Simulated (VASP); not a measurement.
# Sn (Fd-3m) in VASP: single point with PBE

Aim: the single point of Sn with PBE.

Program: VASP 6.6.1. These are calculated values, not measurements. Logs are shortened: lines on timing, memory, paths and dates and some standing lists are left out, and cuts for length are marked.

## (1) The cell of the first run

Symmetry: Fd-3m, No. 227, cubic system. Conventional cell: a = 6.656 Å, b = 6.656 Å, c = 6.656 Å, α = 90.00°, β = 90.00°, γ = 90.00°. Sn (site symmetry -43m) has 4 Sn at 2.88 Å within 3.8 Å.

This isn't the form of Sn at room conditions, which is tetragonal (white tin).

## (2) Single point, PBE

INCAR reads:

```
PREC = Accurate ; ENCUT = 520
EDIFF = 1E-6 ; ISMEAR = -1
SIGMA = 0.05 ; LREAL = F
LASPH = T ; NELM = 100
ALGO = Normal ; ISIF = 2
LWAVE = F ; LCHARG = F
GGA = PE ; NBANDS = 21
```

KPOINTS reads:

```
Automatic mesh
0
Gamma
  11 11 11
```

POSCAR reads:

```
Sn
1.0
    0.0000000000      3.3280413595      3.3280413595
    3.3280413595      0.0000000000      3.3280413595
    3.3280413595      3.3280413595      0.0000000000
Sn
2
Direct
   -0.1250000000     -0.1250000000     -0.1250000000
    0.1250000000      0.1250000000      0.1250000000
```

Potentials or basis: VASP PAW PBE potentials, release 64 (Sn_d).

The run is started by

```bash
cat potpaw_PBE.64/Sn_d/POTCAR > POTCAR
mpirun -np 1 vasp_std > vasp.out
```

OUTCAR:

```text
PREC = Accurate
   ENCUT = 520
   EDIFF = 1E-6
   ISMEAR = -1
   LREAL = F
   LASPH = T
   NELM = 100
   ISIF = 2
   GGA = PE

 ion  position               nearest neighbor table
   1  0.875  0.875  0.875-   2 2.88   2 2.88   2 2.88   2 2.88
   2  0.125  0.125  0.125-   1 2.88   1 2.88   1 2.88   1 2.88

  LATTYP: Found a face centered cubic cell.
 ALAT       =     6.6560827190

  Lattice vectors:

 A1 = (   0.0000000000,   3.3280413595,   3.3280413595)
 A2 = (   3.3280413595,   0.0000000000,   3.3280413595)
 A3 = (   3.3280413595,   3.3280413595,   0.0000000000)

Analysis of symmetry for initial positions (statically):
=====================================================================
 Subroutine PRICEL returns:
 Original cell was already a primitive cell.

 Routine SETGRP: Setting up the symmetry group for a
 face centered cubic supercell.

 Subroutine GETGRP returns: Found 48 space group operations
 (whereof 12 operations were pure point group operations)
 out of a pool of 48 trial point group operations.

The static configuration has the point symmetry D_3d.
 The point group associated with its full space group is O_h .

Analysis of symmetry for dynamics (positions and initial velocities):
=====================================================================
 Subroutine PRICEL returns:
 Original cell was already a primitive cell.

 Routine SETGRP: Setting up the symmetry group for a
 face centered cubic supercell.

 Subroutine GETGRP returns: Found 48 space group operations
 (whereof 12 operations were pure point group operations)
 out of a pool of 48 trial point group operations.

The dynamic configuration has the point symmetry D_3d.
 The point group associated with its full space group is O_h .

 Subroutine INISYM returns: Found 48 space group operations
 (whereof 12 operations are pure point group operations),
 and found     1 'primitive' translations

----------------------------------------------------------------------------------------

                                     Primitive cell

  volume of cell :      73.7218

  direct lattice vectors                    reciprocal lattice vectors
     0.000000000  3.328041359  3.328041359    -0.150238517  0.150238517  0.150238517
     3.328041359  0.000000000  3.328041359     0.150238517 -0.150238517  0.150238517
     3.328041359  3.328041359  0.000000000     0.150238517  0.150238517 -0.150238517

[... 78 lines left out ...]
   LNONCOLLINEAR =      F non collinear calculations
   LSORBIT =      F    spin-orbit coupling
   LASPH  =      T    aspherical Exc in radial PAW
   ENCUT  =  520.0 eV  38.22 Ry    6.18 a.u.   8.75  8.75  8.75*2*pi/ulx,y,z
   NELM   =    100;   NELMIN=  2; NELMDL= -5     # of ELM steps
   EDIFF  = 0.1E-05   stopping-criterion for ELM
   LREAL  =      F    real-space projection
   EDIFFG = 0.1E-04   stopping-criterion for IOM
   NSW    =      0    number of steps for IOM
   IBRION =     -1    ionic relax: 0-MD 1-quasi-New 2-CG
   NFREE  =      0    steps in history (QN), initial steepest desc. (CG)
   ISIF   =      2    stress and relaxation
   ISYM   =      2    0-nonsym 1-usesym 2-fastsym
   POTIM  = 0.5000    time-step for ionic-motion
   TEBEG  =    0.0;   TEEND  =   0.0 temperature during run
   PSTRESS=    0.0 pullay stress
   NELECT =      28.0000    total number of electrons
   NUPDOWN=      -1.0000    fix difference up-down
   EMIN   =  10.00;   EMAX   =-10.00  energy-range for DOS
   EFERMI =   0.00;   METHOD = LEGACY
   ISMEAR =    -1;   SIGMA  =   0.05  broadening in eV -4-tet -1-fermi 0-gaus
   EFERMI_NEDOS =   21; number of points for ismear=-14 and -15
   IALGO  =     38    algorithm
   IMIX   =      4    mixing-type and parameters
     AMIX     =   0.40;   BMIX     =  1.00
     AMIX_MAG =   1.60;   BMIX_MAG =  1.00
  volume/ion in A,a.u.               =      36.86       248.75
  Fermi-wavevector in a.u.,A,eV,Ry     =   1.185574  2.240411 19.124166  1.405587
  Thomas-Fermi vector in A             =   2.321765
   LORBIT       =      0    0 simple, 1 ext, 2 COOP (PROOUT), +10 PAW based schemes
   GGA     = PE    functional components
   LHFCALC =     F    Hartree Fock is set to
   AEXX    =    0.0000 exact exchange contribution
   IVDW    =     0    specifies the selected vdW correction
   LEPSILON=     F    determine dielectric tensor
   LRPA    =     F    only Hartree local field effects (RPA)
 non-spin polarized calculation
  energy-cutoff  :      520.00
  volume of cell :       73.72
 maximum number of plane-waves:      2004
   NGX = 17   NGY = 17   NGZ = 17

 number of electron      28.0000008 magnetization

 Free energy of the ion-electron system (eV)
  ---------------------------------------------------
  ext. energy  EPLUGINS =         0.00000000
  ---------------------------------------------------
  free energy    TOTEN  =        -7.69301196 eV

  energy without entropy =       -7.69082913  energy(sigma->0) =       -7.69192055

 E-fermi :   4.8361     XC(G=0):  -8.5482

 val. band max:        4.8353439687   @ k =   0.3636   0.0000   0.0000
 cond. band min:       4.9545553598   @ k =   0.0000   0.0000   0.0000
 fundamental gap:      0.1192113911
 Fermi energy:         4.8360820332

 k-point     1 :       0.0000    0.0000    0.0000
  band No.  band energies     occupation
      1     -16.6835      2.00000
      2     -16.6835      2.00000
      3     -16.6835      2.00000
      4     -16.6337      2.00000
      5     -16.6337      2.00000
      6     -16.3817      2.00000
[... 565 lines left out ...]
     20      12.2546      0.00000
     21      12.4730      0.00000

 [... further k-points ...]

------------------------ aborting loop because EDIFF is reached ----------------------------------------

  FORCE on cell =-STRESS in cart. coord.  units (eV):
  Direction    XX          YY          ZZ          XY          YZ          ZX
  --------------------------------------------------------------------------------------
  -------------------------------------------------------------------------------------
  Total       -0.0185182     -0.0185182     -0.0185182      0.0000000      0.0000000      0.0000000
  in kB       -0.4024504     -0.4024504     -0.4024504      0.0000000      0.0000000      0.0000000
  external PRESSURE =      -0.4024504 kB  Pullay stress =       0.0000000 kB

 VOLUME and BASIS-vectors are now :
 -----------------------------------------------------------------------------
  energy-cutoff  :      520.00
  volume of cell :       73.72
      direct lattice vectors                 reciprocal lattice vectors
     0.000000000  3.328041359  3.328041359    -0.150238517  0.150238517  0.150238517
     3.328041359  0.000000000  3.328041359     0.150238517 -0.150238517  0.150238517
     3.328041359  3.328041359  0.000000000     0.150238517  0.150238517 -0.150238517

 POSITION                                       TOTAL-FORCE (eV/Angst)
 -----------------------------------------------------------------------------------
      5.82407      5.82407      5.82407         0.000000      0.000000      0.000000
      0.83201      0.83201      0.83201        -0.000000     -0.000000     -0.000000
 -----------------------------------------------------------------------------------
    total drift:                                0.000000      0.000000      0.000000

  FREE ENERGIE OF THE ION-ELECTRON SYSTEM (eV)
  ---------------------------------------------------
  free  energy   TOTEN  =        -7.6930119623 eV

  energy  without entropy=       -7.6908291348  energy(sigma->0) =       -7.69192055
```

OSZICAR:

```text
N       E                     dE             d eps       ncg     rms          rms(c)
DAV:   1     0.225879707066E+03    0.22588E+03   -0.14685E+04  2382   0.186E+03
DAV:   2     0.172572342240E+02   -0.20862E+03   -0.20421E+03  2377   0.445E+02
DAV:   3    -0.693116693221E+01   -0.24188E+02   -0.24078E+02  2782   0.139E+02
DAV:   4    -0.770942187950E+01   -0.77825E+00   -0.77788E+00  2637   0.282E+01
DAV:   5    -0.773649294640E+01   -0.27071E-01   -0.27071E-01  3485   0.512E+00    0.287E+00
DAV:   6    -0.770543952196E+01    0.31053E-01   -0.24105E-02  3193   0.194E+00    0.169E+00
DAV:   7    -0.769092503808E+01    0.14514E-01   -0.38673E-02  2577   0.209E+00    0.158E-01
DAV:   8    -0.769260096632E+01   -0.16759E-02   -0.57049E-03  2667   0.876E-01    0.453E-02
DAV:   9    -0.769297795147E+01   -0.37699E-03   -0.51015E-04  2683   0.186E-01    0.140E-02
DAV:  10    -0.769300702356E+01   -0.29072E-04   -0.46969E-05  3064   0.431E-02    0.571E-03
DAV:  11    -0.769301216987E+01   -0.51463E-05   -0.76131E-06  2099   0.233E-02    0.123E-03
DAV:  12    -0.769301196227E+01    0.20760E-06   -0.51228E-07  1994   0.105E-02
   1 F= -.76930120E+01 E0= -.76919205E+01  d E =-.218283E-02
```

Run time: 52 s. Hardware: 1 thread of Intel Xeon Platinum 8259CL at 2.50GHz (Skylake/Cascade Lake), shared host; peak memory 0.23 GiB.

Results:

```yaml
Free_energy: -7.6930 eV
Pressure: 0.0 GPa
Band_gap_on_the_k_mesh: zero (bands 14 and 15 overlap by 0.22 eV)
```

Levels at points of the mesh, in eV from the Fermi level:
| k point | band 12 | band 13 | band 14 | band 15 | band 16 | band 17 |
| --- | --- | --- | --- | --- | --- | --- |
| (0.00, 0.00, 0.00) | -1.12 | 0.12 | 0.12 | 0.12 | 2.18 | 2.18 |

Caveat: spin-orbit coupling is left out, which moves the levels of the heavy elements.
